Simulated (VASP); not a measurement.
Here is a VASP 6.6.1 calculation.

Contents of INCAR:

```
SYSTEM = W
PREC = Accurate
ENCUT = 520
EDIFF = 1E-6
ISMEAR = -1
SIGMA = 0.1
LREAL = .FALSE.
LASPH = .TRUE.
NELM = 80
ALGO = Normal
ISIF = 2
LWAVE = .FALSE.
LCHARG = .TRUE.
LDIPOL = .TRUE.
IDIPOL = 3
DIPOL = 0.5 0.5 0.500
LELF = .TRUE.
LVHAR = .TRUE.
LVACPOTAV = .TRUE.
NBANDS = 43
```

The input KPOINTS:

```
regular mesh
0
G
  14 14 1
  0 0 0
```

Contents of POSCAR:

```
W
1.0
    2.7149357195      0.0000000000      0.0000000000
   -0.9049785732      2.5596659437      0.0000000000
    0.0000000000      0.0000000000     24.8669000000
W
5
Direct
    0.0000000000      0.0000000000      0.3217119359
    0.5000000000      0.5000000000      0.4108559677
    0.0000000000      0.0000000000      0.5000000000
    0.5000000000      0.5000000000      0.5891440323
    0.0000000000      0.0000000000      0.6782880641
```

Potentials or basis: VASP PAW LDA potentials, release 64 (W_sv).

The run is started by

```bash
$ cat potpaw_LDA.64/W_sv/POTCAR > POTCAR
$ mpirun -np 1 vasp_std > vasp.out
```

**Question.** Predict the band gap on the k mesh.

**Answer.** Zero (band 35 reaches 3.86 eV, above the bottom of band 36 at 1.69 eV).

**Question.** What does it give for the largest force?

**Answer.** 0.675 eV/Å.

Forces on the atoms (eV/Å):
```
W    0.000  0.000  0.590
W    0.000  0.000 -0.675
W    0.000  0.000  0.000
W    0.000  0.000  0.675
W    0.000  0.000 -0.590
```

Caveat: spin-orbit coupling is left out, which moves the levels of the heavy elements.
